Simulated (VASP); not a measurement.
# Pt (Fm-3m) in VASP: a series of runs

Runs on Pt. Level: PBEsol. Tasks: single point, relaxation of cell and atoms.

Program: VASP 6.6.1. These are calculated values, not measurements. Logs are shortened: lines on timing, memory, paths and dates and some standing lists are left out, and cuts for length are marked.

**1. The cell of the first run**

The structure is cubic, space group Fm-3m (No. 225). The conventional cell has a = 3.921 Å, b = 3.921 Å, c = 3.921 Å, α = 90.00°, β = 90.00°, γ = 90.00°. Pt (site symmetry m-3m) has 12 Pt at 2.77 Å within 3.7 Å.

**2. Single point, PBEsol**

Contents of INCAR:

```
  ALGO = Normal
  EDIFF = 1E-6
  ENCUT = 500
  GGA = PS
  GGA_COMPAT = F
  ISIF = 2
  ISMEAR = -1
  LASPH = T
  LCHARG = T
  LELF = T
  LREAL = F
  LVHAR = T
  LWAVE = F
  NBANDS = 11
  NELM = 120
  PREC = Accurate
  SIGMA = 0.1
```

Contents of KPOINTS:

```
k-points
0
Gamma
  10 10 10
```

Contents of POSCAR:

```
Pt
1.0
    2.7724395923      0.0000000000      0.0000000000
    1.3862197961      2.4010031174      0.0000000000
    1.3862197961      0.8003343725      2.2636874479
Pt
1
Direct
    0.0000000000      0.0000000000      0.0000000000
```

Potentials or basis: VASP PAW PBE potentials, release 64 (Pt).

On the command line:

```sh
> cat potpaw_PBE.64/Pt/POTCAR > POTCAR
> mpirun -np 1 vasp_std > vasp.out
```

OUTCAR:

```text
EDIFF = 1E-6
   ENCUT = 500
   GGA = PS
   ISIF = 2
   ISMEAR = -1
   LASPH = T
   LREAL = F
   NELM = 120
   PREC = Accurate

 ion  position               nearest neighbor table
   1  0.000  0.000  0.000-

  LATTYP: Found a face centered cubic cell.
 ALAT       =     3.9208216723

  Lattice vectors:

 A1 = (   2.7724395923,   0.0000000000,   0.0000000000)
 A2 = (   1.3862197961,   2.4010031174,   0.0000000000)
 A3 = (   1.3862197961,   0.8003343725,   2.2636874479)

Analysis of symmetry for initial positions (statically):
=====================================================================
 Subroutine PRICEL returns:
 Original cell was already a primitive cell.

 Routine SETGRP: Setting up the symmetry group for a
 face centered cubic supercell.

 Subroutine GETGRP returns: Found 48 space group operations
 (whereof 48 operations were pure point group operations)
 out of a pool of 48 trial point group operations.

The static configuration has the point symmetry O_h .

Analysis of symmetry for dynamics (positions and initial velocities):
=====================================================================
 Subroutine PRICEL returns:
 Original cell was already a primitive cell.

 Routine SETGRP: Setting up the symmetry group for a
 face centered cubic supercell.

 Subroutine GETGRP returns: Found 48 space group operations
 (whereof 48 operations were pure point group operations)
 out of a pool of 48 trial point group operations.

The dynamic configuration has the point symmetry O_h .

 Subroutine INISYM returns: Found 48 space group operations
 (whereof 48 operations are pure point group operations),
 and found     1 'primitive' translations

----------------------------------------------------------------------------------------

                                     Primitive cell

  volume of cell :      15.0685

  direct lattice vectors                    reciprocal lattice vectors
     2.772439592  0.000000000  0.000000000     0.360693161 -0.208246294 -0.147252366
     1.386219796  2.401003117  0.000000000     0.000000000  0.416492587 -0.147252366
     1.386219796  0.800334372  2.263687448     0.000000000  0.000000000  0.441757099

  length of vectors
     2.772439592  2.772439592  2.772439592     0.441757099  0.441757099  0.441757099

  position of ions in fractional coordinates (direct lattice)
     0.000000000  0.000000000  0.000000000

  ion indices of the primitive-cell ions
   primitive index   ion index
                 1           1

[... 73 lines left out ...]
   EDIFFG = 0.1E-04   stopping-criterion for IOM
   NSW    =      0    number of steps for IOM
   IBRION =     -1    ionic relax: 0-MD 1-quasi-New 2-CG
   NFREE  =      0    steps in history (QN), initial steepest desc. (CG)
   ISIF   =      2    stress and relaxation
   ISYM   =      2    0-nonsym 1-usesym 2-fastsym
   POTIM  = 0.5000    time-step for ionic-motion
   TEBEG  =    0.0;   TEEND  =   0.0 temperature during run
   PSTRESS=    0.0 pullay stress
   NELECT =      10.0000    total number of electrons
   NUPDOWN=      -1.0000    fix difference up-down
   EMIN   =  10.00;   EMAX   =-10.00  energy-range for DOS
   EFERMI =   0.00;   METHOD = LEGACY
   ISMEAR =    -1;   SIGMA  =   0.10  broadening in eV -4-tet -1-fermi 0-gaus
   EFERMI_NEDOS =   21; number of points for ismear=-14 and -15
   IALGO  =     38    algorithm
   IMIX   =      4    mixing-type and parameters
     AMIX     =   0.40;   BMIX     =  1.00
     AMIX_MAG =   1.60;   BMIX_MAG =  1.00
  volume/ion in A,a.u.               =      15.07       101.69
  Fermi-wavevector in a.u.,A,eV,Ry     =   1.427966  2.698464 27.743445  2.039086
  Thomas-Fermi vector in A             =   2.548078
   LORBIT       =      0    0 simple, 1 ext, 2 COOP (PROOUT), +10 PAW based schemes
   GGA     = PS    functional components
   LHFCALC =     F    Hartree Fock is set to
   AEXX    =    0.0000 exact exchange contribution
   IVDW    =     0    specifies the selected vdW correction
   LEPSILON=     F    determine dielectric tensor
   LRPA    =     F    only Hartree local field effects (RPA)
 non-spin polarized calculation
  energy-cutoff  :      500.00
  volume of cell :       15.07
 maximum number of plane-waves:       392
   NGX = 11   NGY = 11   NGZ = 11

 number of electron      10.0000001 magnetization

 Free energy of the ion-electron system (eV)
  ---------------------------------------------------
  ext. energy  EPLUGINS =         0.00000000
  ---------------------------------------------------
  free energy    TOTEN  =        -6.97438009 eV

  energy without entropy =       -6.91838538  energy(sigma->0) =       -6.94638273

 E-fermi :  11.1365     XC(G=0): -13.6332

 val. band max:       11.1310129097   @ k =   0.5000   0.5000   0.0000
 cond. band min:      11.1590071132   @ k =   0.5000   0.0000   0.0000
 fundamental gap:      0.0279942035
 Fermi energy:        11.1365293468

 k-point     1 :       0.0000    0.0000    0.0000
  band No.  band energies     occupation
      1       0.8068      2.00000
      2       7.3047      2.00000
      3       7.3047      2.00000
      4       7.3047      2.00000
      5       9.4835      2.00000
      6       9.4835      2.00000
      7      25.7356      0.00000
      8      30.6944      0.00000
      9      30.6944      0.00000
     10      30.6944      0.00000
     11      35.9949      0.00000
[... 309 lines left out ...]
 k-point    24 :       0.4000    0.3000    0.0000
  band No.  band energies     occupation
      1       4.4568      2.00000
      2       5.1042      2.00000
      3       8.4598      2.00000
      4       9.7983      2.00000
      5      11.0601      1.36455
      6      11.3203      0.27460
      7      23.0526      0.00000
      8      25.3921      0.00000
      9      25.8788      0.00000
     10      30.9968      0.00000
     11      33.1822      0.00000

 [... further k-points ...]
[... 5 lines left out ...]
  --------------------------------------------------------------------------------------
  -------------------------------------------------------------------------------------
  Total       -0.0363900     -0.0363900     -0.0363900      0.0000000     -0.0000000      0.0000000
  in kB       -3.8692014     -3.8692014     -3.8692014      0.0000000     -0.0000000      0.0000000
  external PRESSURE =      -3.8692014 kB  Pullay stress =       0.0000000 kB

 VOLUME and BASIS-vectors are now :
 -----------------------------------------------------------------------------
  energy-cutoff  :      500.00
  volume of cell :       15.07
      direct lattice vectors                 reciprocal lattice vectors
     2.772439592  0.000000000  0.000000000     0.360693161 -0.208246294 -0.147252366
     1.386219796  2.401003117  0.000000000     0.000000000  0.416492587 -0.147252366
     1.386219796  0.800334372  2.263687448     0.000000000  0.000000000  0.441757099

 POSITION                                       TOTAL-FORCE (eV/Angst)
 -----------------------------------------------------------------------------------
      0.00000      0.00000      0.00000        -0.000000     -0.000000      0.000000
 -----------------------------------------------------------------------------------
    total drift:                                0.000000      0.000000      0.000000

  FREE ENERGIE OF THE ION-ELECTRON SYSTEM (eV)
  ---------------------------------------------------
  free  energy   TOTEN  =        -6.9743800861 eV

  energy  without entropy=       -6.9183853764  energy(sigma->0) =       -6.94638273
```

OSZICAR:

```text
N       E                     dE             d eps       ncg     rms          rms(c)
DAV:   1     0.387418947465E+02    0.38742E+02   -0.52335E+03  1042   0.821E+02
DAV:   2    -0.683945588545E+01   -0.45581E+02   -0.43687E+02  1175   0.176E+02
DAV:   3    -0.742523006324E+01   -0.58577E+00   -0.58160E+00  1196   0.191E+01
DAV:   4    -0.742756115940E+01   -0.23311E-02   -0.23309E-02  1208   0.141E+00
DAV:   5    -0.742757960860E+01   -0.18449E-04   -0.18449E-04  1187   0.115E-01    0.134E+01
DAV:   6    -0.702301692815E+01    0.40456E+00   -0.91755E-01  1112   0.763E+00    0.688E+00
DAV:   7    -0.697869416117E+01    0.44323E-01   -0.15420E-01  1205   0.302E+00    0.260E+00
DAV:   8    -0.697462407232E+01    0.40701E-02   -0.62387E-03  1118   0.722E-01    0.630E-01
DAV:   9    -0.697437584128E+01    0.24823E-03   -0.17671E-04  1154   0.123E-01    0.300E-02
DAV:  10    -0.697437995973E+01   -0.41184E-05   -0.35977E-06  1277   0.131E-02    0.472E-03
DAV:  11    -0.697438008613E+01   -0.12640E-06   -0.49811E-08   634   0.210E-03
   1 F= -.69743801E+01 E0= -.69463827E+01  d E =-.559947E-01
```

stdout:

```text
POSCAR found type information on POSCAR Pt
 POSCAR found :  1 types and       1 ions
 scaLAPACK will be used
 -----------------------------------------------------------------------------
|                                                                             |
|                                                                             |
|     You enforced a specific xc type in the INCAR file but a different       |
|     I HOPE YOU KNOW WHAT YOU ARE DOING!                                     |
|                                                                             |
 -----------------------------------------------------------------------------

 LDA part: xc-table for (Slater+PW92), standard interpolation
 POSCAR, INCAR and KPOINTS ok, starting setup
 FFT: planning ... GRIDC
 FFT: planning ... GRID_SOFT
 FFT: planning ... GRID
 WAVECAR not read
 entering main loop
```

Run time: 5.2 s. Hardware: 1 thread of Intel Xeon Platinum 8375C at 2.90GHz (Ice Lake), shared host; peak memory 0.13 GiB.

Results:

* Free energy: -6.9744 eV
* Pressure: -0.4 GPa
* Band gap on the k mesh: zero (band 5 reaches 11.61 eV, above the bottom of band 6 at 9.41 eV)

Caveat: the PAW data sets were made with another functional, which shifts forces and pressure a little; spin-orbit coupling is left out, which moves the levels of the heavy elements.

[end of part 1 of 2]
